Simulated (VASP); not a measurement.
# TiAl: single point with PBE

Crystal: TiAl.

```
Ti Al
1.0
     0.00000    0.00000    3.18619
     6.37238    0.00000    0.00000
     0.00000    6.37238    0.00000
Ti Al
4 4
Direct
  0.50000 0.25000 0.25000
  0.50000 0.25000 0.75000
  0.50000 0.75000 0.25000
  0.50000 0.75000 0.75000
  0.00000 0.00000 0.00000
  0.00000 0.00000 0.50000
  0.00000 0.50000 0.00000
  0.00000 0.50000 0.50000
```

```json
{"Program": "VASP 6.6.1", "Task": "single point", "Functional": "PBE", "Potentials or basis": "VASP PAW PBE potentials, release 64 (Ti_sv, Al)", "Cutoff": "550 eV", "k mesh": "6 × 4 × 4", "Occupations": "gaussian, width 0.2 eV", "Spin": "no spin polarisation", "Dipole correction": "no", "Second try": "not_converged", "Further INCAR settings": "ALGO = All; EDIFF = 1e-06; NBANDS = 40"}
```

The pressure is 0.1 GPa. The band gap on the k mesh is zero (bands 30 and 31 overlap by 0.65 eV).

Levels at points of the mesh, in eV from the Fermi level:
```
           k point  band 26  band 27  band 28  band 29  band 30  band 31  band 32  band 33  band 34  band 35
(0.00, 0.00, 0.00)    -1.43    -1.43    -0.55    -0.55     0.15     0.15     0.15     0.15     0.71     0.71
(0.50, 0.00, 0.00)    -2.11    -2.11    -1.46    -1.46    -0.55     0.15     0.15     0.59     0.70     0.70
(0.00, 0.50, 0.00)    -1.03    -0.97    -0.97    -0.38    -0.38     0.41     0.41     0.78     0.78     0.78
(0.50, 0.50, 0.00)    -2.66    -0.97    -0.97    -0.38    -0.38    -0.15    -0.15     0.41     0.41     1.27
(0.00, 0.50, 0.50)    -1.78    -1.78    -1.78     0.09     0.09     0.09     0.09     0.83     0.83     0.83
(0.50, 0.50, 0.50)    -1.80    -1.80    -1.80     0.22     0.22     0.22     0.22     0.50     0.50     0.50
```

Run time: 72 s on 4 MPI ranks on AMD EPYC 7R43 64-Core Processor (Zen 3), with other jobs on the host, peak memory 0.36 GiB a rank.
